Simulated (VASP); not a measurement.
# SiO2 (P4_2/mnm) in VASP: further runs

SiO2 is run at these levels: PBE; tasks: single point.

All numbers are computed with VASP 6.6.1; they aren't measurements. Logs are shortened: lines on timing, memory, paths and dates and some standing lists are left out, and cuts for length are marked.

### Step 1. The cell of the first run

It takes space group P4_2/mnm (No. 136, tetragonal). The conventional cell has a = 4.167 Å, b = 4.167 Å, c = 2.691 Å, α = 90.00°, β = 90.00°, γ = 90.00°. Si (site symmetry mmm) has 6 O at 1.77 to 1.80 Å within 2.3 Å. Within 2.3 Å of O (site symmetry m2m) lie 3 Si at 1.77 to 1.80 Å and 1 O at 2.30 Å.

### Step 2. Single point, PBE (z stretched by +1 %, then relaxed in part)

File INCAR:

```
  PREC = Accurate
  ENCUT = 520
  EDIFF = 1E-6
  ISMEAR = -1
  SIGMA = 0.02
  LREAL = False
  LASPH = True
  NELM = 60
  ALGO = Normal
  ISIF = 2
  LWAVE = False
  LCHARG = False
  GGA = PE
  NBANDS = 25
```

File KPOINTS:

```
Automatic mesh
0
Gamma
  7 7 11
```

File POSCAR:

```
SiO2
1.0
    4.1667000000      0.0000000000      0.0000000000
    0.0000000000      4.1667000000      0.0000000000
    0.0000000000      0.0000000000      2.6911450000
Si O
2 4
Direct
    0.0000000000      0.0000000000      0.0000000000
    0.5000000000      0.5000000000      0.5000000000
    0.3052551835      0.3052551835      0.0000000000
    0.1947448165      0.8052551835      0.5000000000
    0.6947448165      0.6947448165      0.0000000000
    0.8052551835      0.1947448165      0.5000000000
```

Potentials or basis: VASP PAW PBE potentials, release 64 (Si, O).

Started as:

```bash
> cat potpaw_PBE.64/Si/POTCAR potpaw_PBE.64/O/POTCAR > POTCAR
> mpirun -np 1 vasp_std > vasp.out
```

OUTCAR:

```text
PREC = Accurate
   ENCUT = 520
   EDIFF = 1E-6
   ISMEAR = -1
   LREAL = False
   LASPH = True
   NELM = 60
   ISIF = 2
   GGA = PE

 ion  position               nearest neighbor table
   1  0.000  0.000  0.000-   4 1.77   6 1.77   4 1.77   6 1.77   5 1.80   3 1.80
   2  0.500  0.500  0.500-   3 1.77   5 1.77   3 1.77   5 1.77   4 1.80   6 1.80
   3  0.305  0.305  0.000-   2 1.77   2 1.77   1 1.80
   4  0.195  0.805  0.500-   1 1.77   1 1.77   2 1.80
   5  0.695  0.695  0.000-   2 1.77   2 1.77   1 1.80
   6  0.805  0.195  0.500-   1 1.77   1 1.77   2 1.80

  LATTYP: Found a simple tetragonal cell.
 ALAT       =     4.1667000000
 C/A-ratio  =     0.6458696330

  Lattice vectors:

 A1 = (   4.1667000000,   0.0000000000,   0.0000000000)
 A2 = (   0.0000000000,   4.1667000000,   0.0000000000)
 A3 = (   0.0000000000,   0.0000000000,   2.6911450000)

Analysis of symmetry for initial positions (statically):
=====================================================================
 Subroutine PRICEL returns:
 Original cell was already a primitive cell.

 Routine SETGRP: Setting up the symmetry group for a
 simple tetragonal supercell.

 Subroutine GETGRP returns: Found 16 space group operations
 (whereof  8 operations were pure point group operations)
 out of a pool of 16 trial point group operations.

The static configuration has the point symmetry D_2h.
 The point group associated with its full space group is D_4h.

Analysis of symmetry for dynamics (positions and initial velocities):
=====================================================================
 Subroutine PRICEL returns:
 Original cell was already a primitive cell.

 Routine SETGRP: Setting up the symmetry group for a
 simple tetragonal supercell.

 Subroutine GETGRP returns: Found 16 space group operations
 (whereof  8 operations were pure point group operations)
 out of a pool of 16 trial point group operations.

The dynamic configuration has the point symmetry D_2h.
 The point group associated with its full space group is D_4h.

 Subroutine INISYM returns: Found 16 space group operations
 (whereof  8 operations are pure point group operations),
 and found     1 'primitive' translations

----------------------------------------------------------------------------------------

                                     Primitive cell

  volume of cell :      46.7220

  direct lattice vectors                    reciprocal lattice vectors
     4.166700000  0.000000000  0.000000000     0.239998080  0.000000000  0.000000000
     0.000000000  4.166700000  0.000000000     0.000000000  0.239998080  0.000000000
[... 93 lines left out ...]
   EDIFF  = 0.1E-05   stopping-criterion for ELM
   LREAL  =      F    real-space projection
   EDIFFG = 0.1E-04   stopping-criterion for IOM
   NSW    =      0    number of steps for IOM
   IBRION =     -1    ionic relax: 0-MD 1-quasi-New 2-CG
   NFREE  =      0    steps in history (QN), initial steepest desc. (CG)
   ISIF   =      2    stress and relaxation
   ISYM   =      2    0-nonsym 1-usesym 2-fastsym
   POTIM  = 0.5000    time-step for ionic-motion
   TEBEG  =    0.0;   TEEND  =   0.0 temperature during run
   PSTRESS=    0.0 pullay stress
   NELECT =      32.0000    total number of electrons
   NUPDOWN=      -1.0000    fix difference up-down
   EMIN   =  10.00;   EMAX   =-10.00  energy-range for DOS
   EFERMI =   0.00;   METHOD = LEGACY
   ISMEAR =    -1;   SIGMA  =   0.02  broadening in eV -4-tet -1-fermi 0-gaus
   EFERMI_NEDOS =   21; number of points for ismear=-14 and -15
   IALGO  =     38    algorithm
   IMIX   =      4    mixing-type and parameters
     AMIX     =   0.40;   BMIX     =  1.00
     AMIX_MAG =   1.60;   BMIX_MAG =  1.00
  volume/ion in A,a.u.               =       7.79        52.55
  Fermi-wavevector in a.u.,A,eV,Ry     =   1.443060  2.726987 28.333062  2.082421
  Thomas-Fermi vector in A             =   2.561510
   LORBIT       =      0    0 simple, 1 ext, 2 COOP (PROOUT), +10 PAW based schemes
   GGA     = PE    functional components
[... 5 lines left out ...]
 non-spin polarized calculation
  energy-cutoff  :      520.00
  volume of cell :       46.72
 maximum number of plane-waves:      1274
 NGX is ok and might be reduce to    32
   NGX = 15   NGY = 15   NGZ = 11

 number of electron      31.9999964 magnetization

 Free energy of the ion-electron system (eV)
  ---------------------------------------------------
  ext. energy  EPLUGINS =         0.00000000
  ---------------------------------------------------
  free energy    TOTEN  =       -46.26732796 eV

  energy without entropy =      -46.26732796  energy(sigma->0) =      -46.26732796

 E-fermi :   8.6571     XC(G=0): -12.2610

 val. band max:        8.2231060243   @ k =   0.0000   0.0000   0.0000
 cond. band min:      13.6948339721   @ k =   0.0000   0.0000   0.0000
 fundamental gap:      5.4717279478
 Fermi energy:         8.6570525976

 k-point     1 :       0.0000    0.0000    0.0000
  band No.  band energies     occupation
      1     -14.3170      2.00000
      2     -10.6902      2.00000
      3     -10.6902      2.00000
      4     -10.3894      2.00000
      5      -2.6977      2.00000
      6       1.8349      2.00000
[... 661 lines left out ...]
     24      20.8426      0.00000
     25      22.4397      0.00000

 [... further k-points ...]

------------------------ aborting loop because EDIFF is reached ----------------------------------------

  FORCE on cell =-STRESS in cart. coord.  units (eV):
  Direction    XX          YY          ZZ          XY          YZ          ZX
  --------------------------------------------------------------------------------------
  -------------------------------------------------------------------------------------
  Total        2.9539200      2.9539200      1.9234164     -0.0000000      0.0000000      0.0000000
  in kB      101.2949381    101.2949381     65.9572176     -0.0000000      0.0000000      0.0000000
  external PRESSURE =      89.5156979 kB  Pullay stress =       0.0000000 kB

 VOLUME and BASIS-vectors are now :
 -----------------------------------------------------------------------------
  energy-cutoff  :      520.00
  volume of cell :       46.72
      direct lattice vectors                 reciprocal lattice vectors
     4.166700000  0.000000000  0.000000000     0.239998080  0.000000000  0.000000000
     0.000000000  4.166700000  0.000000000     0.000000000  0.239998080  0.000000000
     0.000000000  0.000000000  2.691145000     0.000000000  0.000000000  0.371589045

 POSITION                                       TOTAL-FORCE (eV/Angst)
 -----------------------------------------------------------------------------------
      0.00000      0.00000      0.00000         0.000000      0.000000      0.000000
      2.08335      2.08335      1.34557         0.000000      0.000000      0.000000
      1.27191      1.27191      0.00000        -0.004759     -0.004759      0.000000
      0.81144      3.35526      1.34557         0.004759     -0.004759      0.000000
      2.89479      2.89479      0.00000         0.004759      0.004759      0.000000
      3.35526      0.81144      1.34557        -0.004759      0.004759      0.000000
 -----------------------------------------------------------------------------------
    total drift:                                0.000000      0.000000     -0.000000

  FREE ENERGIE OF THE ION-ELECTRON SYSTEM (eV)
  ---------------------------------------------------
  free  energy   TOTEN  =       -46.2673279552 eV

  energy  without entropy=      -46.2673279552  energy(sigma->0) =      -46.26732796
```

Run time: 58 s. Hardware: 1 thread of Intel Xeon 8259CL, shared host; peak memory 0.18 GiB.

Results:

| Item | Value |
| --- | --- |
| Free energy | -46.2673 eV |
| Pressure | 9.0 GPa |
| Largest force | 0.007 eV/Å |
| Band gap on the k mesh | 5.47 eV |

Forces in eV/Å, atoms in the order of the input:
```
Si   0.000  0.000  0.000
Si   0.000  0.000  0.000
O   -0.005 -0.005  0.000
O    0.005 -0.005  0.000
O    0.005  0.005  0.000
O   -0.005  0.005  0.000
```

Stress tensor (GPa, compression positive):
```
10.13  0.00  0.00
 0.00 10.13  0.00
 0.00  0.00  6.60
```

Caveat: the cell differs from its parent crystal (z stretched by +1 %, then relaxed in part); the cell stands under pressure; an odd mesh through Γ misses points on the zone boundary, where band edges can lie.

### Step 3. Single point, PBE (7.86 Å³/atom)

This run uses another cell than the first one, of 7.86 Å³/atom.

File INCAR:

```
PREC = Accurate
ENCUT = 520
EDIFF = 1E-7
ISMEAR = -1
SIGMA = 0.02
LREAL = F
LASPH = T
NELM = 60
ALGO = Normal
ISIF = 2
LWAVE = F
LCHARG = T
GGA = PE
LELF = T
LVHAR = T
NBANDS = 25
```

File KPOINTS:

```
regular mesh
0
Gamma
  7 7 11
```

File POSCAR:

```
SiO2
1.0
    4.1942948439      0.0000000000      0.0000000000
    0.0000000000      4.1942948439      0.0000000000
    0.0000000000      0.0000000000      2.6821462096
Si O
2 4
Direct
    0.0000000000      0.0000000000      0.0000000000
    0.5000000000      0.5000000000      0.5000000000
    0.3059084309      0.3059084309      0.0000000000
    0.1940915691      0.8059084309      0.5000000000
    0.6940915691      0.6940915691      0.0000000000
    0.8059084309      0.1940915691      0.5000000000
```

Potentials or basis: VASP PAW PBE potentials, release 64 (Si, O).

Started as:

```bash
> cat potpaw_PBE.64/Si/POTCAR potpaw_PBE.64/O/POTCAR > POTCAR
> mpirun -np 1 vasp_std > vasp.out
```

Wall time 82 s (1 thread of Intel Xeon 8259CL, shared host); peak memory 0.18 GiB.

It converged, with:

* Free energy: -46.2937 eV
* Pressure: 6.4 GPa
* Largest force: 0.016 eV/Å
* Band gap on the k mesh: 5.36 eV

Forces in eV/Å, atoms in the order of the input:
```
Si   0.000  0.000  0.000
Si   0.000  0.000  0.000
O   -0.011 -0.011  0.000
O    0.011 -0.011  0.000
O    0.011  0.011  0.000
O   -0.011  0.011  0.000
```

Levels at points of the mesh, in eV from the valence-band top:
| k point | band 12 | band 13 | band 14 | band 15 | band 16 | band 17 | band 18 | band 19 | band 20 | band 21 |
| --- | --- | --- | --- | --- | --- | --- | --- | --- | --- | --- |
| (0.00, 0.00, 0.00) | -3.11 | -2.51 | -0.87 | -0.87 | 0.00 | 5.36 | 6.62 | 8.36 | 8.36 | 11.09 |

Caveat: the cell stands under pressure; an odd mesh through Γ misses points on the zone boundary, where band edges can lie.

[end of part 1 of 2]
